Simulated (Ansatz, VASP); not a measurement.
**Nb: VASP and Ansatz over several settings**

```
CELL_PARAMETERS angstrom
-1.66395 1.66395 1.66395
1.66395 -1.66395 1.66395
1.66395 1.66395 -1.66395
ATOMIC_POSITIONS crystal
Nb 0.00000 0.00000 0.00000
```

Single points on this cell with VASP 6.6.1 and Ansatz 0.2.0. Each row is one pair of runs. Alike in all rows: spin: off; k mesh: 11 × 11 × 11; VASP's potentials, cutoff: VASP PAW PBE potentials, release 64 (Nb_sv), 500 eV; Ansatz's potentials, cutoff: Ansatz PAW, 420 eV.

```csv
level,smearing,"gap on the k mesh at the Fermi level (eV), VASP","gap on the k mesh at the Fermi level (eV), Ansatz","pressure (GPa), VASP","pressure (GPa), Ansatz"
RPBE+D4,"fermi-dirac, width 0.05 eV",none,none,-4.4,-4.0
PBE,"gaussian, width 0.013 eV",none,none,-2.1,-1.7
PBE,"gaussian, width 0.014 eV",none,none,-2.1,-1.7
PBE,"gaussian, width 0.015 eV",none,?,-2.1,?
PBE,"gaussian, width 0.016 eV",none,none,-2.1,-1.7
PBE,"gaussian, width 0.017 eV",none,none,-2.1,-1.7
PBE,"gaussian, width 0.02 eV",none,none,-2.1,-1.7
PBE,"gaussian, width 0.021 eV",none,none,-2.1,-1.7
```

Question: Fill in what Ansatz gave in row 4.

Answer: gap on the k mesh at the Fermi level (eV): none; pressure (GPa): -1.7.

A gap of «none» marks a metal or a gap that the smearing closes.
